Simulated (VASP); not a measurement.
# SnO2 (Ima2) in VASP: notebook

The runs below take SnO2 through single point, with LDA.

Program: VASP 6.6.1. These are calculated values, not measurements. Logs are shortened: lines on timing, memory, paths and dates and some standing lists are left out, and cuts for length are marked.

## Step 1: The cell of the first run

Symmetry: Ima2, No. 46, orthorhombic system. The conventional cell has a = 3.972 Å, b = 10.180 Å, c = 3.972 Å, α = 90.00°, β = 90.00°, γ = 90.00°. Sn (site symmetry m) has 6 O at 1.85 to 2.24 Å within 2.5 Å. O (site symmetry m) has 3 Sn at 1.85 to 2.24 Å and 2 O at 2.54 Å within 2.6 Å. Within 2.7 Å of O (site symmetry m) lie 3 Sn at 2.05 to 2.08 Å and 2 O at 2.54 Å.

## Step 2: Single point, LDA (all Sn atoms moved -0.200 Å, as atom 1 along Cartesian [1 0 0])

INCAR

```
  PREC = Accurate
  ENCUT = 520
  EDIFF = 1E-6
  ISMEAR = 0
  SIGMA = 0.05
  LREAL = False
  LASPH = True
  NELM = 60
  ALGO = Normal
  ISIF = 2
  LWAVE = False
  LCHARG = True
  LELF = True
  LVHAR = True
  NBANDS = 35
```

KPOINTS

```
regular mesh
0
Gamma
  10 10 10
```

POSCAR

```
SnO2
1.0
   -1.9861130355      1.9861130355      5.0901677926
    1.9861130355     -1.9861130355      5.0901677926
    1.9861130355      1.9861130355     -5.0901677926
Sn O
2 4
Direct
    0.7500000000      0.1996503984      0.4496503984
    0.0000000000     -0.0503496016     -0.0503496016
    0.7969975836      0.7969975836      0.0000000000
    0.9530024164      0.4530024164      0.5000000000
    0.2030024164      0.2030024164      0.0000000000
    0.5469975836      0.0469975836      0.5000000000
```

Potentials or basis: VASP PAW LDA potentials, release 64 (Sn_d, O).

On the command line:

```console
cat potpaw_LDA.64/Sn_d/POTCAR potpaw_LDA.64/O/POTCAR > POTCAR
mpirun -np 1 vasp_std > vasp.out
```

OUTCAR:

```text
PREC = Accurate
   ENCUT = 520
   EDIFF = 1E-6
   ISMEAR = 0
   LREAL = False
   LASPH = True
   NELM = 60
   ISIF = 2

 ion  position               nearest neighbor table
   1  0.750  0.200  0.450-   3 1.85   5 2.05   5 2.05   6 2.08   4 2.08   3 2.24   2 3.23   2 3.23
                             2 3.23   2 3.23
   2  0.000  0.950  0.950-   4 1.85   6 2.05   6 2.05   5 2.08   3 2.08   4 2.24   1 3.23   1 3.23
                             1 3.23   1 3.23
   3  0.797  0.797  0.000-   1 1.85   2 2.08   1 2.24
   4  0.953  0.453  0.500-   2 1.85   1 2.08   2 2.24
   5  0.203  0.203  0.000-   1 2.05   1 2.05   2 2.08
   6  0.547  0.047  0.500-   2 2.05   2 2.05   1 2.08

  LATTYP: Found a body centered tetragonal cell.
 ALAT       =     3.9722260710
 C/A-ratio  =     2.5628792026

  Lattice vectors:

 A1 = (  -1.9861130355,   1.9861130355,   5.0901677926)
 A2 = (   1.9861130355,  -1.9861130355,   5.0901677926)
 A3 = (   1.9861130355,   1.9861130355,  -5.0901677926)

Analysis of symmetry for initial positions (statically):
=====================================================================
 Subroutine PRICEL returns:
 Original cell was already a primitive cell.

 Routine SETGRP: Setting up the symmetry group for a
 body centered tetragonal supercell.

 Subroutine GETGRP returns: Found  4 space group operations
 (whereof  2 operations were pure point group operations)
 out of a pool of 16 trial point group operations.

The static configuration has the point symmetry C_1h.
 The point group associated with its full space group is C_2v.

Analysis of symmetry for dynamics (positions and initial velocities):
=====================================================================
 Subroutine PRICEL returns:
 Original cell was already a primitive cell.

 Routine SETGRP: Setting up the symmetry group for a
 body centered tetragonal supercell.

 Subroutine GETGRP returns: Found  4 space group operations
 (whereof  2 operations were pure point group operations)
 out of a pool of 16 trial point group operations.

The dynamic configuration has the point symmetry C_1h.
 The point group associated with its full space group is C_2v.

 Subroutine INISYM returns: Found  4 space group operations
 (whereof  2 operations are pure point group operations),
 and found     1 'primitive' translations

----------------------------------------------------------------------------------------

                                     Primitive cell

  volume of cell :      80.3156

  direct lattice vectors                    reciprocal lattice vectors
    -1.986113036  1.986113036  5.090167793     0.000000000  0.251748008  0.098228589
     1.986113036 -1.986113036  5.090167793     0.251748008  0.000000000  0.098228589
     1.986113036  1.986113036 -5.090167793     0.251748008  0.251748008  0.000000000

  length of vectors
     5.813699178  5.813699178  5.813699178     0.270233076  0.270233076  0.356025447

  position of ions in fractional coordinates (direct lattice)
     0.750000000  0.199650398  0.449650398
     0.000000000  0.949650398  0.949650398
     0.796997584  0.796997584  0.000000000
     0.953002416  0.453002416  0.500000000
     0.203002416  0.203002416  0.000000000
     0.546997584  0.046997584  0.500000000

  ion indices of the primitive-cell ions
   primitive index   ion index
                 1           1
                 2           2
                 3           3
                 4           4
                 5           5
                 6           6

----------------------------------------------------------------------------------------

 KPOINTS: regular mesh

Automatic generation of k-mesh.
 Grid dimensions read from file:
 generate k-points for:   10   10   10

 Generating k-lattice:

  Cartesian coordinates                     Fractional coordinates (reciprocal lattice)
     0.000000000  0.025174801  0.009822859     0.100000000  0.000000000  0.000000000
     0.025174801  0.000000000  0.009822859     0.000000000  0.100000000  0.000000000
     0.025174801  0.025174801  0.000000000     0.000000000  0.000000000  0.100000000

  Length of vectors
     0.027023308  0.027023308  0.035602545

  Shift w.r.t. Gamma in fractional coordinates (k-lattice)
     0.000000000  0.000000000  0.000000000

 Subroutine IBZKPT returns following result:
 ===========================================

 Found    171 irreducible k-points:

 Following reciprocal coordinates:
            Coordinates               Weight
  0.000000  0.000000  0.000000      1.000000
  0.100000 -0.000000  0.000000      4.000000
 -0.000000  0.100000  0.000000      4.000000
  0.200000 -0.000000  0.000000      4.000000
 -0.000000  0.200000  0.000000      4.000000
  0.300000  0.000000 -0.000000      4.000000
[... 16 lines left out ...]
 -0.300000  0.100000  0.000000      8.000000
  0.000000 -0.200000 -0.100000      8.000000
 [... further k-points ...]
   k-points           NKPTS =    171   k-points in BZ     NKDIM =    171   number of bands    NBANDS=     35
   number of dos      NEDOS =    301   number of ions     NIONS =      6
   total plane-waves  NPLWV = 110592
   dimension x,y,z NGX =    48 NGY =   48 NGZ =   48
   dimension x,y,z NGXF=    96 NGYF=   96 NGZF=   96
   ions per type =               2   4
   NGX,Y,Z   is equivalent  to a cutoff of  13.73, 13.73, 13.73 a.u.
   NGXF,Y,Z  is equivalent  to a cutoff of  27.45, 27.45, 27.45 a.u.
 SYSTEM =  unknown system
   PREC   = accura    normal or accurate (medium, high low for compatibility)
   ISTART =      0    job   : 0-new  1-cont  2-samecut
   ICHARG =      2    charge: 1-file 2-atom 10-const
   ISPIN  =      1    spin polarized calculation?
   LNONCOLLINEAR =      F non collinear calculations
   LSORBIT =      F    spin-orbit coupling
   LASPH  =      T    aspherical Exc in radial PAW
   ENCUT  =  520.0 eV  38.22 Ry    6.18 a.u.  10.81 10.81 10.81*2*pi/ulx,y,z
   NELM   =     60;   NELMIN=  2; NELMDL= -5     # of ELM steps
   EDIFF  = 0.1E-05   stopping-criterion for ELM
   LREAL  =      F    real-space projection
   EDIFFG = 0.1E-04   stopping-criterion for IOM
   NSW    =      0    number of steps for IOM
   IBRION =     -1    ionic relax: 0-MD 1-quasi-New 2-CG
   NFREE  =      0    steps in history (QN), initial steepest desc. (CG)
   ISIF   =      2    stress and relaxation
   ISYM   =      2    0-nonsym 1-usesym 2-fastsym
   POTIM  = 0.5000    time-step for ionic-motion
   TEBEG  =    0.0;   TEEND  =   0.0 temperature during run
   PSTRESS=    0.0 pullay stress
   NELECT =      52.0000    total number of electrons
   NUPDOWN=      -1.0000    fix difference up-down
   EMIN   =  10.00;   EMAX   =-10.00  energy-range for DOS
   EFERMI =   0.00;   METHOD = LEGACY
   ISMEAR =     0;   SIGMA  =   0.05  broadening in eV -4-tet -1-fermi 0-gaus
   EFERMI_NEDOS =   21; number of points for ismear=-14 and -15
   IALGO  =     38    algorithm
   IMIX   =      4    mixing-type and parameters
     AMIX     =   0.40;   BMIX     =  1.00
     AMIX_MAG =   1.60;   BMIX_MAG =  1.00
  volume/ion in A,a.u.               =      13.39        90.33
  Fermi-wavevector in a.u.,A,eV,Ry     =   1.416259  2.676341 27.290414  2.005789
  Thomas-Fermi vector in A             =   2.537612
   LORBIT       =      0    0 simple, 1 ext, 2 COOP (PROOUT), +10 PAW based schemes
   GGA     = CA    functional components
   LHFCALC =     F    Hartree Fock is set to
   AEXX    =    0.0000 exact exchange contribution
   IVDW    =     0    specifies the selected vdW correction
   LEPSILON=     F    determine dielectric tensor
   LRPA    =     F    only Hartree local field effects (RPA)
 non-spin polarized calculation
 Gauss-broadening in eV      SIGMA  =   0.05
  energy-cutoff  :      520.00
  volume of cell :       80.32
 maximum number of plane-waves:      2202
 NGX is ok and might be reduce to    48
   NGX = 21   NGY = 21   NGZ = 21

 number of electron      52.0000004 magnetization

 Free energy of the ion-electron system (eV)
  ---------------------------------------------------
  ext. energy  EPLUGINS =         0.00000000
  ---------------------------------------------------
  free energy    TOTEN  =       -40.97433435 eV

  energy without entropy =      -40.97433435  energy(sigma->0) =      -40.97433435

 E-fermi :   4.1771     XC(G=0): -10.9632

 val. band max:        3.9015558994   @ k =   0.3000   0.3000   0.2000
 cond. band min:       5.7185498444   @ k =   0.0000   0.0000   0.0000
 fundamental gap:      1.8169939450
 Fermi energy:         4.1770590481

 k-point     1 :       0.0000    0.0000    0.0000
  band No.  band energies     occupation
      1     -16.5364      2.00000
      2     -16.4719      2.00000
      3     -16.2012      2.00000
      4     -15.5835      2.00000
      5     -15.4760      2.00000
      6     -15.4646      2.00000
[... 27 lines left out ...]
     34      15.8776      0.00000
     35      16.0448      0.00000

 k-point     2 :       0.1000   -0.0000    0.0000
  band No.  band energies     occupation
      1     -16.5497      2.00000
      2     -16.4491      2.00000
      3     -16.1681      2.00000
      4     -15.5905      2.00000
      5     -15.4899      2.00000
      6     -15.4569      2.00000
[... 27 lines left out ...]
     34      15.9335      0.00000
     35      16.0934      0.00000

 k-point     3 :      -0.0000    0.1000    0.0000
  band No.  band energies     occupation
      1     -16.5254      2.00000
      2     -16.4385      2.00000
      3     -16.1977      2.00000
      4     -15.5993      2.00000
      5     -15.4789      2.00000
      6     -15.4675      2.00000
[... 27 lines left out ...]
     34      15.7526      0.00000
     35      15.8055      0.00000

 k-point     4 :       0.2000   -0.0000    0.0000
  band No.  band energies     occupation
      1     -16.5679      2.00000
      2     -16.4073      2.00000
      3     -16.0788      2.00000
      4     -15.6128      2.00000
      5     -15.5073      2.00000
      6     -15.4440      2.00000
[... 27 lines left out ...]
     34      15.7551      0.00000
     35      16.0324      0.00000

 k-point     5 :      -0.0000    0.2000    0.0000
  band No.  band energies     occupation
      1     -16.4935      2.00000
      2     -16.3571      2.00000
      3     -16.1840      2.00000
      4     -15.6343      2.00000
      5     -15.4835      2.00000
      6     -15.4746      2.00000
[... 638 lines left out ...]
 k-point    22 :      -0.0000   -0.3000   -0.1000
  band No.  band energies     occupation
      1     -16.3988      2.00000
      2     -16.1918      2.00000
      3     -16.0964      2.00000
      4     -15.7108      2.00000
      5     -15.5019      2.00000
      6     -15.4563      2.00000
[... 27 lines left out ...]
     34      15.3694      0.00000
     35      16.1683      0.00000

 k-point    23 :      -0.3000    0.1000    0.0000
  band No.  band energies     occupation
      1     -16.5408      2.00000
      2     -16.3408      2.00000
      3     -15.9603      2.00000
      4     -15.6806      2.00000
      5     -15.5091      2.00000
      6     -15.4214      2.00000
[... 27 lines left out ...]
     34      15.6126      0.00000
     35      15.9000      0.00000

 k-point    24 :       0.0000   -0.2000   -0.1000
  band No.  band energies     occupation
      1     -16.4179      2.00000
      2     -16.2648      2.00000
      3     -16.1321      2.00000
      4     -15.6999      2.00000
      5     -15.4907      2.00000
      6     -15.4526      2.00000
[... 27 lines left out ...]
     34      15.2286      0.00000
     35      15.8005      0.00000

 [... further k-points ...]

------------------------ aborting loop because EDIFF is reached ----------------------------------------

  FORCE on cell =-STRESS in cart. coord.  units (eV):
  Direction    XX          YY          ZZ          XY          YZ          ZX
  --------------------------------------------------------------------------------------
  -------------------------------------------------------------------------------------
  Total        8.5491273     -0.2745134      0.5617111      0.0000000      0.0000000      0.0000000
  in kB      170.5423925     -5.4761356     11.2053027      0.0000000      0.0000000      0.0000000
  external PRESSURE =      58.7571865 kB  Pullay stress =       0.0000000 kB

 VOLUME and BASIS-vectors are now :
 -----------------------------------------------------------------------------
  energy-cutoff  :      520.00
  volume of cell :       80.32
      direct lattice vectors                 reciprocal lattice vectors
    -1.986113036  1.986113036  5.090167793     0.000000000  0.251748008  0.098228589
     1.986113036 -1.986113036  5.090167793     0.251748008  0.000000000  0.098228589
     1.986113036  1.986113036 -5.090167793     0.251748008  0.251748008  0.000000000

 POSITION                                       TOTAL-FORCE (eV/Angst)
 -----------------------------------------------------------------------------------
     -0.20000      1.98611      2.54508         4.185385     -0.000000     -0.719051
      3.77223      0.00000      0.00000         4.185385      0.000000      0.719051
      0.00000      0.00000      8.11370        -3.958297      0.000000      0.685475
     -0.00000      1.98611      4.61172        -3.958297     -0.000000     -0.685475
      0.00000      0.00000      2.06663        -0.227087      0.000000      0.032278
      0.00000      1.98611      0.47845        -0.227087      0.000000     -0.032278
 -----------------------------------------------------------------------------------
    total drift:                               -0.000069      0.000001     -0.000000

  FREE ENERGIE OF THE ION-ELECTRON SYSTEM (eV)
  ---------------------------------------------------
  free  energy   TOTEN  =       -40.9743343487 eV

  energy  without entropy=      -40.9743343487  energy(sigma->0) =      -40.97433435
```

Run time: 17 min. Hardware: 1 thread of Oxide Virtual Turin-like, shared host; peak memory 0.48 GiB.

What came out:

```
Free energy            : -40.9743 eV
Pressure               : 5.9 GPa
Largest force          : 4.247 eV/Å
Band gap on the k mesh : 1.82 eV (least direct gap 2.10 eV)
```

Forces on the atoms (eV/Å):
```
Sn   4.185  0.000 -0.719
Sn   4.185  0.000  0.719
O   -3.958  0.000  0.685
O   -3.958  0.000 -0.685
O   -0.227  0.000  0.032
O   -0.227  0.000 -0.032
```

Caveat: the cell differs from its parent crystal (all Sn atoms moved -0.200 Å, as atom 1 along Cartesian [1 0 0]); the stress differs along the axes, from -1 to 17 GPa; spin-orbit coupling is left out, which moves the levels of the heavy elements; forces of over 1 eV/Å act on the atoms, so gaps and moduli don't describe the material at rest. A k mesh can miss the band edges.

(Continued in part 2 of 2.)
